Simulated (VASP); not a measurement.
# As (Fm-3m) in VASP: notebook

As is run at these levels: PBE; tasks: single point, relaxation of cell and atoms.

All numbers are computed with VASP 6.6.1; they aren't measurements. Logs are shortened: lines on timing, memory, paths and dates and some standing lists are left out, and cuts for length are marked.

## (1) The cell of the first run

It takes space group Fm-3m (No. 225, cubic). The conventional cell has a = 4.290 Å, b = 4.290 Å, c = 4.290 Å, α = 90.00°, β = 90.00°, γ = 90.00°. Within 4.0 Å of As (site symmetry m-3m) lie 12 As at 3.03 Å.

## (2) Single point, PBE

File INCAR:

```
  PREC = Accurate
  ENCUT = 520
  EDIFF = 1E-6
  ISMEAR = -1
  SIGMA = 0.1
  LREAL = False
  LASPH = True
  NELM = 60
  ALGO = Normal
  ISIF = 2
  LWAVE = False
  LCHARG = False
  GGA = PE
  NBANDS = 8
```

File KPOINTS:

```
regular mesh
0
Gamma
  16 16 16
```

File POSCAR:

```
As
1.0
    0.0000000000      2.1448745085      2.1448745085
    2.1448745085      0.0000000000      2.1448745085
    2.1448745085      2.1448745085      0.0000000000
As
1
Direct
    0.0000000000      0.0000000000      0.0000000000
```

Potentials or basis: VASP PAW PBE potentials, release 64 (As).

Command:

```
cat potpaw_PBE.64/As/POTCAR > POTCAR
mpirun -np 1 vasp_std > vasp.out
```

OUTCAR:

```text
PREC = Accurate
   ENCUT = 520
   EDIFF = 1E-6
   ISMEAR = -1
   LREAL = False
   LASPH = True
   NELM = 60
   ISIF = 2
   GGA = PE

 ion  position               nearest neighbor table
   1  0.000  0.000  0.000-

  LATTYP: Found a face centered cubic cell.
 ALAT       =     4.2897490170

  Lattice vectors:

 A1 = (   0.0000000000,   2.1448745085,   2.1448745085)
 A2 = (   2.1448745085,   0.0000000000,   2.1448745085)
 A3 = (   2.1448745085,   2.1448745085,   0.0000000000)

Analysis of symmetry for initial positions (statically):
=====================================================================
 Subroutine PRICEL returns:
 Original cell was already a primitive cell.

 Routine SETGRP: Setting up the symmetry group for a
 face centered cubic supercell.

 Subroutine GETGRP returns: Found 48 space group operations
 (whereof 48 operations were pure point group operations)
 out of a pool of 48 trial point group operations.

The static configuration has the point symmetry O_h .

Analysis of symmetry for dynamics (positions and initial velocities):
=====================================================================
 Subroutine PRICEL returns:
 Original cell was already a primitive cell.

 Routine SETGRP: Setting up the symmetry group for a
 face centered cubic supercell.

 Subroutine GETGRP returns: Found 48 space group operations
 (whereof 48 operations were pure point group operations)
 out of a pool of 48 trial point group operations.

The dynamic configuration has the point symmetry O_h .

 Subroutine INISYM returns: Found 48 space group operations
 (whereof 48 operations are pure point group operations),
 and found     1 'primitive' translations

----------------------------------------------------------------------------------------

                                     Primitive cell

  volume of cell :      19.7349

  direct lattice vectors                    reciprocal lattice vectors
     0.000000000  2.144874509  2.144874509    -0.233113871  0.233113871  0.233113871
     2.144874509  0.000000000  2.144874509     0.233113871 -0.233113871  0.233113871
     2.144874509  2.144874509  0.000000000     0.233113871  0.233113871 -0.233113871

  length of vectors
     3.033310620  3.033310620  3.033310620     0.403765069  0.403765069  0.403765069

  position of ions in fractional coordinates (direct lattice)
     0.000000000  0.000000000  0.000000000

  ion indices of the primitive-cell ions
   primitive index   ion index
                 1           1

----------------------------------------------------------------------------------------

 KPOINTS: regular mesh

Automatic generation of k-mesh.
 Grid dimensions read from file:
 generate k-points for:   16   16   16

 Generating k-lattice:

  Cartesian coordinates                     Fractional coordinates (reciprocal lattice)
    -0.014569617  0.014569617  0.014569617     0.062500000  0.000000000  0.000000000
     0.014569617 -0.014569617  0.014569617     0.000000000  0.062500000  0.000000000
     0.014569617  0.014569617 -0.014569617     0.000000000  0.000000000  0.062500000

  Length of vectors
     0.025235317  0.025235317  0.025235317

  Shift w.r.t. Gamma in fractional coordinates (k-lattice)
     0.000000000  0.000000000  0.000000000

 Subroutine IBZKPT returns following result:
 ===========================================

 Found    145 irreducible k-points:

 Following reciprocal coordinates:
            Coordinates               Weight
  0.000000  0.000000  0.000000      1.000000
  0.062500  0.000000  0.000000      8.000000
  0.125000  0.000000  0.000000      8.000000
  0.187500  0.000000  0.000000      8.000000
  0.250000  0.000000  0.000000      8.000000
  0.312500  0.000000  0.000000      8.000000
[... 16 lines left out ...]
 -0.125000  0.062500  0.000000     24.000000
 -0.062500  0.062500  0.000000     12.000000
 [... further k-points ...]
   k-points           NKPTS =    145   k-points in BZ     NKDIM =    145   number of bands    NBANDS=      8
   number of dos      NEDOS =    301   number of ions     NIONS =      1
   total plane-waves  NPLWV =  13824
   dimension x,y,z NGX =    24 NGY =   24 NGZ =   24
   dimension x,y,z NGXF=    48 NGYF=   48 NGZF=   48
   ions per type =               1
   NGX,Y,Z   is equivalent  to a cutoff of  13.15, 13.15, 13.15 a.u.
   NGXF,Y,Z  is equivalent  to a cutoff of  26.31, 26.31, 26.31 a.u.
 SYSTEM =  unknown system
   PREC   = accura    normal or accurate (medium, high low for compatibility)
   ISTART =      0    job   : 0-new  1-cont  2-samecut
   ICHARG =      2    charge: 1-file 2-atom 10-const
   ISPIN  =      1    spin polarized calculation?
   LNONCOLLINEAR =      F non collinear calculations
   LSORBIT =      F    spin-orbit coupling
   LASPH  =      T    aspherical Exc in radial PAW
   ENCUT  =  520.0 eV  38.22 Ry    6.18 a.u.   5.64  5.64  5.64*2*pi/ulx,y,z
   NELM   =     60;   NELMIN=  2; NELMDL= -5     # of ELM steps
   EDIFF  = 0.1E-05   stopping-criterion for ELM
   LREAL  =      F    real-space projection
   EDIFFG = 0.1E-04   stopping-criterion for IOM
   NSW    =      0    number of steps for IOM
   IBRION =     -1    ionic relax: 0-MD 1-quasi-New 2-CG
   NFREE  =      0    steps in history (QN), initial steepest desc. (CG)
   ISIF   =      2    stress and relaxation
   ISYM   =      2    0-nonsym 1-usesym 2-fastsym
   POTIM  = 0.5000    time-step for ionic-motion
   TEBEG  =    0.0;   TEEND  =   0.0 temperature during run
   PSTRESS=    0.0 pullay stress
   NELECT =       5.0000    total number of electrons
   NUPDOWN=      -1.0000    fix difference up-down
   EMIN   =  10.00;   EMAX   =-10.00  energy-range for DOS
   EFERMI =   0.00;   METHOD = LEGACY
   ISMEAR =    -1;   SIGMA  =   0.10  broadening in eV -4-tet -1-fermi 0-gaus
   EFERMI_NEDOS =   21; number of points for ismear=-14 and -15
   IALGO  =     38    algorithm
   IMIX   =      4    mixing-type and parameters
     AMIX     =   0.40;   BMIX     =  1.00
     AMIX_MAG =   1.60;   BMIX_MAG =  1.00
  volume/ion in A,a.u.               =      19.73       133.18
  Fermi-wavevector in a.u.,A,eV,Ry     =   1.035904  1.957575 14.600379  1.073098
  Thomas-Fermi vector in A             =   2.170270
   LORBIT       =      0    0 simple, 1 ext, 2 COOP (PROOUT), +10 PAW based schemes
   GGA     = PE    functional components
   LHFCALC =     F    Hartree Fock is set to
   AEXX    =    0.0000 exact exchange contribution
   IVDW    =     0    specifies the selected vdW correction
   LEPSILON=     F    determine dielectric tensor
   LRPA    =     F    only Hartree local field effects (RPA)
 non-spin polarized calculation
  energy-cutoff  :      520.00
  volume of cell :       19.73
 maximum number of plane-waves:       544
   NGX = 11   NGY = 11   NGZ = 11

 number of electron       5.0000001 magnetization

 Free energy of the ion-electron system (eV)
  ---------------------------------------------------
  ext. energy  EPLUGINS =         0.00000000
  ---------------------------------------------------
  free energy    TOTEN  =        -4.13512993 eV

  energy without entropy =       -4.11281102  energy(sigma->0) =       -4.12397047

 E-fermi :   6.1447     XC(G=0): -10.6196

 val. band max:        6.1208256324   @ k =   0.5000   0.4375   0.0000
 cond. band min:       6.1941160053   @ k =   0.4375   0.3125   0.0625
 fundamental gap:      0.0732903729
 Fermi energy:         6.1447098126

 k-point     1 :       0.0000    0.0000    0.0000
  band No.  band energies     occupation
      1      -8.6892      2.00000
      2      11.6290      0.00000
      3      11.6290      0.00000
      4      11.6290      0.00000
      5      18.3641      0.00000
      6      18.3641      0.00000
      7      18.3641      0.00000
      8      19.6535      0.00000

 k-point     2 :       0.0625    0.0000    0.0000
  band No.  band energies     occupation
      1      -8.6005      2.00000
      2      10.8931      0.00000
      3      11.5310      0.00000
      4      11.5310      0.00000
      5      17.9336      0.00000
      6      18.5551      0.00000
      7      18.5551      0.00000
      8      20.0742      0.00000

 k-point     3 :       0.1250    0.0000    0.0000
  band No.  band energies     occupation
      1      -8.3355      2.00000
      2       9.1995      0.00000
      3      11.2786      0.00000
      4      11.2786      0.00000
      5      17.2518      0.00000
      6      19.0066      0.00000
      7      19.0066      0.00000
      8      21.0804      0.00000

 k-point     4 :       0.1875    0.0000    0.0000
  band No.  band energies     occupation
      1      -7.8977      2.00000
      2       7.1911      0.00006
      3      10.9566      0.00000
      4      10.9566      0.00000
      5      16.6755      0.00000
      6      19.2662      0.00000
      7      19.2662      0.00000
      8      22.0469      0.00000

 k-point     5 :       0.2500    0.0000    0.0000
  band No.  band energies     occupation
      1      -7.2956      2.00000
      2       5.1633      1.99989
      3      10.6372      0.00000
      4      10.6372      0.00000
      5      16.2424      0.00000
      6      18.9009      0.00000
      7      18.9009      0.00000
      8      21.7094      0.00000

 k-point     6 :       0.3125    0.0000    0.0000
  band No.  band energies     occupation
      1      -6.5478      2.00000
      2       3.2495      2.00000
      3      10.3647      0.00000
      4      10.3647      0.00000
      5      15.9438      0.00000
      6      18.2979      0.00000
      7      18.2979      0.00000
      8      20.9092      0.00000

 k-point     7 :       0.3750    0.0000    0.0000
  band No.  band energies     occupation
      1      -5.7009      2.00000
      2       1.5469      2.00000
      3      10.1617      0.00000
      4      10.1617      0.00000
      5      15.7602      0.00000
      6      17.7796      0.00000
      7      17.7796      0.00000
      8      20.2472      0.00000

 k-point     8 :       0.4375    0.0000    0.0000
  band No.  band energies     occupation
      1      -4.8912      2.00000
      2       0.2162      2.00000
      3      10.0378      0.00000
      4      10.0378      0.00000
      5      15.6662      0.00000
      6      17.4467      0.00000
      7      17.4467      0.00000
      8      19.8227      0.00000

 k-point     9 :       0.5000    0.0000    0.0000
  band No.  band energies     occupation
      1      -4.4994      2.00000
      2      -0.3504      2.00000
      3       9.9962      0.00000
      4       9.9962      0.00000
      5      15.6383      0.00000
      6      17.3328      0.00000
      7      17.3328      0.00000
      8      19.6766      0.00000

 k-point    10 :       0.0625    0.0625    0.0000
  band No.  band energies     occupation
      1      -8.5709      2.00000
      2      11.1504      0.00000
      3      11.2465      0.00000
      4      11.2465      0.00000
      5      17.4373      0.00000
      6      18.9009      0.00000
      7      18.9009      0.00000
      8      20.0988      0.00000
[... 78 lines left out ...]
 k-point    18 :      -0.4375    0.0625    0.0000
  band No.  band energies     occupation
      1      -4.6167      2.00000
      2      -0.0066      2.00000
      3       9.2508      0.00000
      4       9.9523      0.00000
      5      16.1100      0.00000
      6      16.8373      0.00000
      7      17.5941      0.00000
      8      20.8815      0.00000

 k-point    19 :      -0.3750    0.0625    0.0000
  band No.  band energies     occupation
      1      -5.3426      2.00000
      2       1.1233      2.00000
      3       9.2161      0.00000
      4      10.2115      0.00000
      5      16.2390      0.00000
      6      17.1600      0.00000
      7      17.6896      0.00000
      8      21.2080      0.00000

 k-point    20 :      -0.3125    0.0625    0.0000
  band No.  band energies     occupation
      1      -6.1978      2.00000
      2       2.7192      2.00000
      3       9.2960      0.00000
      4      10.5325      0.00000
      5      16.3884      0.00000
      6      17.7427      0.00000
      7      18.0054      0.00000
      8      21.6867      0.00000

 k-point    21 :      -0.2500    0.0625    0.0000
  band No.  band energies     occupation
      1      -6.9846      2.00000
      2       4.5616      2.00000
      3       9.4945      0.00000
      4      10.8865      0.00000
      5      16.6093      0.00000
      6      18.4943      0.00000
      7      18.5019      0.00000
      8      21.8888      0.00000

 k-point    22 :      -0.1875    0.0625    0.0000
  band No.  band energies     occupation
      1      -7.6371      2.00000
      2       6.5389      0.03808
      3       9.8091      0.00000
      4      11.2317      0.00000
      5      16.9188      0.00000
      6      18.9860      0.00000
      7      19.2134      0.00000
      8      21.2410      0.00000

 k-point    23 :      -0.1250    0.0625    0.0000
  band No.  band energies     occupation
      1      -8.1302      2.00000
      2       8.5170      0.00000
      3      10.2345      0.00000
      4      11.5049      0.00000
      5      17.2853      0.00000
      6      18.9266      0.00000
      7      19.2822      0.00000
      8      21.0349      0.00000

 k-point    24 :      -0.0625    0.0625    0.0000
  band No.  band energies     occupation
      1      -8.4530      2.00000
      2      10.1533      0.00000
      3      10.8272      0.00000
      4      11.6243      0.00000
      5      17.6120      0.00000
      6      18.5926      0.00000
      7      18.9249      0.00000
      8      20.7268      0.00000

 [... further k-points ...]
[... 5 lines left out ...]
  --------------------------------------------------------------------------------------
  -------------------------------------------------------------------------------------
  Total       -0.1804945     -0.1804945     -0.1804945      0.0000000      0.0000000     -0.0000000
  in kB      -14.6534132    -14.6534132    -14.6534132      0.0000000      0.0000000     -0.0000000
  external PRESSURE =     -14.6534132 kB  Pullay stress =       0.0000000 kB

 VOLUME and BASIS-vectors are now :
 -----------------------------------------------------------------------------
  energy-cutoff  :      520.00
  volume of cell :       19.73
      direct lattice vectors                 reciprocal lattice vectors
     0.000000000  2.144874509  2.144874509    -0.233113871  0.233113871  0.233113871
     2.144874509  0.000000000  2.144874509     0.233113871 -0.233113871  0.233113871
     2.144874509  2.144874509  0.000000000     0.233113871  0.233113871 -0.233113871

 POSITION                                       TOTAL-FORCE (eV/Angst)
 -----------------------------------------------------------------------------------
      0.00000      0.00000      0.00000         0.000000      0.000000      0.000000
 -----------------------------------------------------------------------------------
    total drift:                                0.000000     -0.000000     -0.000000

  FREE ENERGIE OF THE ION-ELECTRON SYSTEM (eV)
  ---------------------------------------------------
  free  energy   TOTEN  =        -4.1351299291 eV

  energy  without entropy=       -4.1128110169  energy(sigma->0) =       -4.12397047
```

Wall time 10 s (1 thread of Intel Xeon Platinum 8259CL at 2.50GHz (Skylake/Cascade Lake), shared host); peak memory 0.15 GiB.

Results:

* Free energy: -4.1351 eV
* Pressure: -1.5 GPa

Levels at points of the mesh, in eV from the Fermi level:
| k point | band 1 | band 2 | band 3 | band 4 | band 5 | band 6 |
| --- | --- | --- | --- | --- | --- | --- |
| (0.00, 0.00, 0.00) | -14.83 | 5.48 | 5.48 | 5.48 | 12.22 | 12.22 |
| (0.50, 0.00, 0.00) | -10.64 | -6.50 | 3.85 | 3.85 | 9.49 | 11.19 |
| (0.50, 0.50, 0.00) | -8.89 | -5.45 | 0.51 | 0.51 | 5.01 | 5.69 |

## (3) Relaxation of cell and atoms, PBE, target pressure -1.5 GPa, at which the enthalpy is minimised

File INCAR:

```
SYSTEM = As
  PREC = Accurate
  ENCUT = 600
  EDIFF = 1E-6
  ISMEAR = -1
  SIGMA = 0.1
  LREAL = .FALSE.
  LASPH = .TRUE.
  NELM = 80
  ALGO = Normal
  ISIF = 3
  LWAVE = .FALSE.
  LCHARG = .FALSE.
  GGA = PE
  IBRION = 2
  NSW = 60
  EDIFFG = -0.005
  PSTRESS = -15.0
```

File KPOINTS:

```
regular mesh
0
G
  16 16 16
  0 0 0
```

POSCAR is that of step 2.

Potentials or basis: VASP PAW PBE potentials, release 64 (As).

Command:

```
cat potpaw_PBE.64/As/POTCAR > POTCAR
mpirun -np 1 vasp_std > vasp.out
```

It took 8.9 s on 1 thread of Intel Xeon Platinum 8259CL at 2.50GHz (Skylake/Cascade Lake), shared host; peak memory 0.15 GiB.

The run converged. Its results:

* Free energy: -4.1352 eV
* Pressure after relaxing: -1.5 GPa

Final structure:
```
CELL_PARAMETERS angstrom
0.00000 2.14487 2.14487
2.14487 0.00000 2.14487
2.14487 2.14487 0.00000
ATOMIC_POSITIONS crystal
As 0.00000 0.00000 0.00000
```

Levels at points of the mesh, in eV from the Fermi level:
| k point | band 1 | band 2 | band 3 | band 4 | band 5 |
| --- | --- | --- | --- | --- | --- |
| (0.00, 0.00, 0.00) | -14.83 | 5.48 | 5.48 | 5.48 | 12.22 |
| (0.50, 0.00, 0.00) | -10.64 | -6.50 | 3.85 | 3.85 | 9.49 |
| (0.50, 0.50, 0.00) | -8.89 | -5.45 | 0.51 | 0.51 | 5.01 |

Caveat: the relaxation stopped at its first step, so nothing moved; the cell is relaxed towards a set pressure, so the enthalpy falls and the energy may rise.

## (4) Relaxation of cell and atoms, PBE, target pressure -1.5 GPa, at which the enthalpy is minimised

File INCAR:

```
PREC     = Accurate       # precision mode
ENCUT    = 600            # plane-wave cutoff, eV
EDIFF    = 1E-7           # SCF threshold, eV
ISMEAR   = -1             # smearing method
SIGMA    = 0.1            # smearing width, eV
LREAL    = F              # projectors in reciprocal space
LASPH    = T              # aspherical terms in the spheres
NELM     = 80             # most SCF steps
ALGO     = Normal         # electronic algorithm
ISIF     = 3              # what is computed and relaxed
LWAVE    = F              # write WAVECAR
LCHARG   = F              # write CHGCAR
GGA      = PE             # functional
IBRION   = 2              # ionic algorithm
NSW      = 32             # ionic steps
EDIFFG   = -0.005         # ionic threshold
PSTRESS  = -15.0
```

File KPOINTS:

```
regular mesh
0
Gamma
  16 16 16
```

POSCAR is that of step 3.

Command:

```
cat potpaw_PBE.64/As/POTCAR > POTCAR
mpirun -np 1 vasp_std > vasp.out
```

Run time: 8.4 s. Hardware: 1 thread of Intel Xeon Platinum 8259CL at 2.50GHz (Skylake/Cascade Lake), shared host; peak memory 0.15 GiB.

Results (log left out):

```
Free energy             : -4.1352 eV
Pressure after relaxing : -1.5 GPa
```

Final structure:
```cif
data_structure
_symmetry_space_group_name_H-M 'P 1'
_symmetry_Int_Tables_number 1
_cell_length_a 3.0333
_cell_length_b 3.0333
_cell_length_c 3.0333
_cell_angle_alpha 60.000
_cell_angle_beta 60.000
_cell_angle_gamma 60.000
_cell_volume 19.73
loop_
_atom_site_label
_atom_site_type_symbol
_atom_site_fract_x
_atom_site_fract_y
_atom_site_fract_z
_atom_site_occupancy
As1 As 0.00000 0.00000 0.00000 1
```

Levels at points of the mesh, in eV from the Fermi level:
```
           k point  band 1  band 2  band 3  band 4  band 5  band 6
(0.00, 0.00, 0.00)  -14.83    5.48    5.48    5.48   12.22   12.22
(0.50, 0.00, 0.00)  -10.64   -6.50    3.85    3.85    9.49   11.19
(0.50, 0.50, 0.00)   -8.89   -5.45    0.51    0.51    5.01    5.69
```

Caveat: the relaxation stopped at its first step, so nothing moved; the cell is relaxed towards a set pressure, so the enthalpy falls and the energy may rise.
